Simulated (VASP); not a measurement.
# Ga (Pm-3m) in VASP: further runs

The runs below take Ga through single point, with PBE.

Program: VASP 6.6.1. These are calculated values, not measurements. Logs are shortened: lines on timing, memory, paths and dates and some standing lists are left out, and cuts for length are marked.

### 1 The cell of the first run

Symmetry: Pm-3m, No. 221, cubic system. The conventional cell has a = 2.348 Å, b = 2.348 Å, c = 2.348 Å, α = 90.00°, β = 90.00°, γ = 90.00°. Ga (site symmetry m-3m) has 6 Ga at 2.35 Å within 3.1 Å.

### 2 Single point, PBE

File INCAR:

```
PREC = Accurate ; ENCUT = 520
EDIFF = 1E-6 ; ISMEAR = 1
SIGMA = 0.05 ; LREAL = F
LASPH = T ; NELM = 60
ALGO = Normal ; ISIF = 2
LWAVE = F ; LCHARG = T
GGA = PE ; LELF = T
LVHAR = T ; NBANDS = 12
```

File KPOINTS:

```
regular mesh
0
Gamma
  10 10 10
```

File POSCAR:

```
Ga
1.0
    2.3482193875      0.0000000000      0.0000000000
    0.0000000000      2.3482193875      0.0000000000
    0.0000000000      0.0000000000      2.3482193875
Ga
1
Direct
    0.0000000000      0.0000000000      0.0000000000
```

Potentials or basis: VASP PAW PBE potentials, release 64 (Ga_d).

Command:

```console
$ cat potpaw_PBE.64/Ga_d/POTCAR > POTCAR
$ mpirun -np 1 vasp_std > vasp.out
```

OUTCAR:

```text
PREC = Accurate
   ENCUT = 520
   EDIFF = 1E-6
   ISMEAR = 1
   LREAL = F
   LASPH = T
   NELM = 60
   ISIF = 2
   GGA = PE

 ion  position               nearest neighbor table
   1  0.000  0.000  0.000-

  LATTYP: Found a simple cubic cell.
 ALAT       =     2.3482193875

  Lattice vectors:

 A1 = (   2.3482193875,   0.0000000000,   0.0000000000)
 A2 = (   0.0000000000,   2.3482193875,   0.0000000000)
 A3 = (   0.0000000000,   0.0000000000,   2.3482193875)

Analysis of symmetry for initial positions (statically):
=====================================================================
 Subroutine PRICEL returns:
 Original cell was already a primitive cell.

 Routine SETGRP: Setting up the symmetry group for a
 simple cubic supercell.

 Subroutine GETGRP returns: Found 48 space group operations
 (whereof 48 operations were pure point group operations)
 out of a pool of 48 trial point group operations.

The static configuration has the point symmetry O_h .

Analysis of symmetry for dynamics (positions and initial velocities):
=====================================================================
 Subroutine PRICEL returns:
 Original cell was already a primitive cell.

 Routine SETGRP: Setting up the symmetry group for a
 simple cubic supercell.

 Subroutine GETGRP returns: Found 48 space group operations
 (whereof 48 operations were pure point group operations)
 out of a pool of 48 trial point group operations.

The dynamic configuration has the point symmetry O_h .

 Subroutine INISYM returns: Found 48 space group operations
 (whereof 48 operations are pure point group operations),
 and found     1 'primitive' translations

----------------------------------------------------------------------------------------

                                     Primitive cell

  volume of cell :      12.9484

  direct lattice vectors                    reciprocal lattice vectors
     2.348219387  0.000000000  0.000000000     0.425854588  0.000000000  0.000000000
     0.000000000  2.348219387  0.000000000     0.000000000  0.425854588  0.000000000
     0.000000000  0.000000000  2.348219387     0.000000000  0.000000000  0.425854588

  length of vectors
     2.348219387  2.348219387  2.348219387     0.425854588  0.425854588  0.425854588

  position of ions in fractional coordinates (direct lattice)
     0.000000000  0.000000000  0.000000000

  ion indices of the primitive-cell ions
   primitive index   ion index
                 1           1

----------------------------------------------------------------------------------------

 KPOINTS: regular mesh

Automatic generation of k-mesh.
 Grid dimensions read from file:
 generate k-points for:   10   10   10

 Generating k-lattice:

  Cartesian coordinates                     Fractional coordinates (reciprocal lattice)
     0.042585459  0.000000000  0.000000000     0.100000000  0.000000000  0.000000000
     0.000000000  0.042585459  0.000000000     0.000000000  0.100000000  0.000000000
     0.000000000  0.000000000  0.042585459     0.000000000  0.000000000  0.100000000

  Length of vectors
     0.042585459  0.042585459  0.042585459

  Shift w.r.t. Gamma in fractional coordinates (k-lattice)
     0.000000000  0.000000000  0.000000000

 Subroutine IBZKPT returns following result:
 ===========================================

 Found     56 irreducible k-points:

 Following reciprocal coordinates:
            Coordinates               Weight
  0.000000  0.000000  0.000000      1.000000
  0.100000  0.000000  0.000000      6.000000
  0.200000  0.000000  0.000000      6.000000
  0.300000  0.000000  0.000000      6.000000
  0.400000  0.000000  0.000000      6.000000
  0.500000  0.000000  0.000000      3.000000
[... 16 lines left out ...]
  0.200000  0.100000  0.100000     24.000000
  0.300000  0.100000  0.100000     24.000000
 [... further k-points ...]
   k-points           NKPTS =     56   k-points in BZ     NKDIM =     56   number of bands    NBANDS=     12
   number of dos      NEDOS =    301   number of ions     NIONS =      1
   total plane-waves  NPLWV =   5832
   dimension x,y,z NGX =    18 NGY =   18 NGZ =   18
   dimension x,y,z NGXF=    36 NGYF=   36 NGZF=   36
   ions per type =               1
   NGX,Y,Z   is equivalent  to a cutoff of  12.74, 12.74, 12.74 a.u.
   NGXF,Y,Z  is equivalent  to a cutoff of  25.49, 25.49, 25.49 a.u.
 SYSTEM =  unknown system
   PREC   = accura    normal or accurate (medium, high low for compatibility)
   ISTART =      0    job   : 0-new  1-cont  2-samecut
   ICHARG =      2    charge: 1-file 2-atom 10-const
   ISPIN  =      1    spin polarized calculation?
   LNONCOLLINEAR =      F non collinear calculations
   LSORBIT =      F    spin-orbit coupling
   LASPH  =      T    aspherical Exc in radial PAW
   ENCUT  =  520.0 eV  38.22 Ry    6.18 a.u.   4.37  4.37  4.37*2*pi/ulx,y,z
   NELM   =     60;   NELMIN=  2; NELMDL= -5     # of ELM steps
   EDIFF  = 0.1E-05   stopping-criterion for ELM
   LREAL  =      F    real-space projection
   EDIFFG = 0.1E-04   stopping-criterion for IOM
   NSW    =      0    number of steps for IOM
   IBRION =     -1    ionic relax: 0-MD 1-quasi-New 2-CG
   NFREE  =      0    steps in history (QN), initial steepest desc. (CG)
   ISIF   =      2    stress and relaxation
   ISYM   =      2    0-nonsym 1-usesym 2-fastsym
   POTIM  = 0.5000    time-step for ionic-motion
   TEBEG  =    0.0;   TEEND  =   0.0 temperature during run
   PSTRESS=    0.0 pullay stress
   NELECT =      13.0000    total number of electrons
   NUPDOWN=      -1.0000    fix difference up-down
   EMIN   =  10.00;   EMAX   =-10.00  energy-range for DOS
   EFERMI =   0.00;   METHOD = LEGACY
   ISMEAR =     1;   SIGMA  =   0.05  broadening in eV -4-tet -1-fermi 0-gaus
   EFERMI_NEDOS =   21; number of points for ismear=-14 and -15
   IALGO  =     38    algorithm
   IMIX   =      4    mixing-type and parameters
     AMIX     =   0.40;   BMIX     =  1.00
     AMIX_MAG =   1.60;   BMIX_MAG =  1.00
  volume/ion in A,a.u.               =      12.95        87.38
  Fermi-wavevector in a.u.,A,eV,Ry     =   1.639270  3.097772 36.561679  2.687208
  Thomas-Fermi vector in A             =   2.730104
   LORBIT       =      0    0 simple, 1 ext, 2 COOP (PROOUT), +10 PAW based schemes
   GGA     = PE    functional components
   LHFCALC =     F    Hartree Fock is set to
   AEXX    =    0.0000 exact exchange contribution
   IVDW    =     0    specifies the selected vdW correction
   LEPSILON=     F    determine dielectric tensor
   LRPA    =     F    only Hartree local field effects (RPA)
 non-spin polarized calculation
 Methfessel and Paxton  Order N= 1 SIGMA  =   0.05
  energy-cutoff  :      520.00
  volume of cell :       12.95
 maximum number of plane-waves:       365
 NGX is ok and might be reduce to    18
   NGX =  9   NGY =  9   NGZ =  9

 number of electron      12.9999989 magnetization

 Free energy of the ion-electron system (eV)
  ---------------------------------------------------
  ext. energy  EPLUGINS =         0.00000000
  ---------------------------------------------------
  free energy    TOTEN  =        -1.94924939 eV

  energy without entropy =       -1.94927658  energy(sigma->0) =       -1.94925846

 E-fermi :   9.2170     XC(G=0): -12.9570

 val. band max:        9.2026706434   @ k =   0.5000   0.5000   0.2000
 cond. band min:       9.5166300541   @ k =   0.3000   0.0000   0.0000
 fundamental gap:      0.3139594108
 Fermi energy:         9.2170235548

 k-point     1 :       0.0000    0.0000    0.0000
  band No.  band energies     occupation
      1      -6.8979      2.00000
      2      -6.8979      2.00000
      3      -5.5400      2.00000
      4      -5.5400      2.00000
      5      -5.5400      2.00000
      6      -4.8216      2.00000
      7      21.6340      0.00000
      8      21.6340      0.00000
      9      21.6340      0.00000
     10      24.6205      0.00000
     11      24.6205      0.00000
     12      29.5933      0.00000

 k-point     2 :       0.1000    0.0000    0.0000
  band No.  band energies     occupation
      1      -6.8857      2.00000
      2      -6.8237      2.00000
      3      -5.5778      2.00000
      4      -5.5778      2.00000
      5      -5.5368      2.00000
      6      -4.5378      2.00000
      7      18.1082      0.00000
      8      21.9566      0.00000
      9      21.9566      0.00000
     10      24.8254      0.00000
     11      27.0486      0.00000
     12      31.2948      0.00000

 k-point     3 :       0.2000    0.0000    0.0000
  band No.  band energies     occupation
      1      -6.8538      2.00000
      2      -6.6505      2.00000
      3      -5.6758      2.00000
      4      -5.6758      2.00000
      5      -5.5285      2.00000
      6      -3.6578      2.00000
      7      13.6448      0.00000
      8      22.9012      0.00000
      9      22.9012      0.00000
     10      25.4464      0.00000
     11      28.2533      0.00000
     12      36.2845      0.00000
[... 286 lines left out ...]
 k-point    23 :       0.2000    0.1000    0.1000
  band No.  band energies     occupation
      1      -6.7309      2.00000
      2      -6.5650      2.00000
      3      -5.7586      2.00000
      4      -5.7144      2.00000
      5      -5.6058      2.00000
      6      -3.0774      2.00000
      7      14.1225      0.00000
      8      19.0655      0.00000
      9      20.3891      0.00000
     10      30.1557      0.00000
     11      31.5932      0.00000
     12      35.4660      0.00000

 k-point    24 :       0.3000    0.1000    0.1000
  band No.  band energies     occupation
      1      -6.6917      2.00000
      2      -6.3508      2.00000
      3      -5.8906      2.00000
      4      -5.8409      2.00000
      5      -5.5928      2.00000
      6      -1.5891      2.00000
      7      10.0353     -0.00000
      8      20.4291      0.00000
      9      21.7387      0.00000
     10      30.6995      0.00000
     11      31.0861      0.00000
     12      32.3846      0.00000

 [... further k-points ...]
[... 5 lines left out ...]
  --------------------------------------------------------------------------------------
  -------------------------------------------------------------------------------------
  Total        4.8902550      4.8902550      4.8902550     -0.0000000     -0.0000000      0.0000000
  in kB      605.0985058    605.0985058    605.0985058     -0.0000000     -0.0000000      0.0000000
  external PRESSURE =     605.0985058 kB  Pullay stress =       0.0000000 kB

 VOLUME and BASIS-vectors are now :
 -----------------------------------------------------------------------------
  energy-cutoff  :      520.00
  volume of cell :       12.95
      direct lattice vectors                 reciprocal lattice vectors
     2.348219387  0.000000000  0.000000000     0.425854588  0.000000000  0.000000000
     0.000000000  2.348219387  0.000000000     0.000000000  0.425854588  0.000000000
     0.000000000  0.000000000  2.348219387     0.000000000  0.000000000  0.425854588

 POSITION                                       TOTAL-FORCE (eV/Angst)
 -----------------------------------------------------------------------------------
      0.00000      0.00000      0.00000         0.000000      0.000000      0.000000
 -----------------------------------------------------------------------------------
    total drift:                               -0.000000      0.000000      0.000000

  FREE ENERGIE OF THE ION-ELECTRON SYSTEM (eV)
  ---------------------------------------------------
  free  energy   TOTEN  =        -1.9492493927 eV

  energy  without entropy=       -1.9492765801  energy(sigma->0) =       -1.94925846
```

Run time: 11 s. Hardware: 1 thread of Intel Xeon 8259CL, shared host; peak memory 0.12 GiB.

What came out:

* Free energy: -1.9492 eV
* Pressure: 60.5 GPa

### 3 Single point, PBE

This run uses another cell than the first one, of 14.03 Å³/atom, 1.083 times its volume.

File INCAR:

```
SYSTEM = Ga
PREC = Accurate
ENCUT = 520
EDIFF = 1E-6
ISMEAR = 1
SIGMA = 0.05
LREAL = .FALSE.
LASPH = .TRUE.
NELM = 100
ALGO = Normal
ISIF = 2
LWAVE = .FALSE.
LCHARG = .FALSE.
GGA = PE
NBANDS = 12
```

File KPOINTS:

```
regular mesh
0
G
  10 10 10
  0 0 0
```

File POSCAR:

```
Ga
1.0
    2.4117778027      0.0000000000      0.0000000000
    0.0000000000      2.4117778027      0.0000000000
    0.0000000000      0.0000000000      2.4117778027
Ga
1
Direct
    0.0000000000      0.0000000000      0.0000000000
```

Potentials or basis: VASP PAW PBE potentials, release 64 (Ga_d).

Command:

```console
$ cat potpaw_PBE.64/Ga_d/POTCAR > POTCAR
$ mpirun -np 1 vasp_std > vasp.out
```

Wall time 10 s (1 thread of Intel Xeon 8259CL, shared host); peak memory 0.12 GiB.

It converged, with:

```yaml
Free_energy: -2.2854 eV
Pressure: 40.3 GPa
```

Levels at points of the mesh, in eV from the Fermi level:
| k point | band 4 | band 5 | band 6 | band 7 | band 8 | band 9 |
| --- | --- | --- | --- | --- | --- | --- |
| (0.00, 0.00, 0.00) | -14.72 | -14.72 | -13.33 | 11.70 | 11.70 | 11.70 |
| (0.50, 0.00, 0.00) | -15.05 | -14.69 | -6.66 | -5.99 | 16.97 | 16.97 |
| (0.50, 0.50, 0.00) | -14.99 | -14.44 | -1.16 | -1.16 | 0.16 | 4.30 |
| (0.50, 0.50, 0.50) | -14.43 | -14.43 | 3.62 | 3.62 | 3.62 | 9.13 |

### 4 Single point, PBE

This run uses another cell than the first one, of 15.83 Å³/atom, 1.222 times its volume.

File INCAR:

```
SYSTEM = Ga
PREC = Accurate
ENCUT = 520
EDIFF = 1E-6
ISMEAR = 1
SIGMA = 0.05
LREAL = .False.
LASPH = .True.
NELM = 60
ALGO = Normal
ISIF = 2
LWAVE = .False.
LCHARG = .True.
GGA = PE
LELF = .True.
LVHAR = .True.
NBANDS = 12
```

File KPOINTS:

```
regular mesh
0
Gamma
  10 10 10
  0 0 0
```

File POSCAR:

```
Ga
1.0
    2.5108110577      0.0000000000      0.0000000000
    0.0000000000      2.5108110577      0.0000000000
    0.0000000000      0.0000000000      2.5108110577
Ga
1
Direct
    0.0000000000      0.0000000000      0.0000000000
```

Command:

```console
$ cat potpaw_PBE.64/Ga_d/POTCAR > POTCAR
$ mpirun -np 1 vasp_std > vasp.out
```

Wall time 12 s (1 thread of Intel Xeon 8259CL, shared host); peak memory 0.13 GiB.

The run converged. Its results:

```yaml
Free_energy: -2.6167 eV
Pressure: 20.2 GPa
```

Levels at points of the mesh, in eV from the Fermi level:
| k point | band 3 | band 4 | band 5 | band 6 | band 7 | band 8 | band 9 | band 10 |
| --- | --- | --- | --- | --- | --- | --- | --- | --- |
| (0.00, 0.00, 0.00) | -14.58 | -14.58 | -14.58 | -12.23 | 10.77 | 10.77 | 10.77 | 13.66 |
| (0.50, 0.00, 0.00) | -14.83 | -14.83 | -14.56 | -6.46 | -5.22 | 15.35 | 15.35 | 18.33 |
| (0.50, 0.50, 0.00) | -14.79 | -14.79 | -14.36 | -0.91 | -0.91 | -0.47 | 4.33 | 20.33 |
| (0.50, 0.50, 0.50) | -15.19 | -14.35 | -14.35 | 3.30 | 3.30 | 3.30 | 7.13 | 9.07 |

(Part 1 of 2 ends here.)
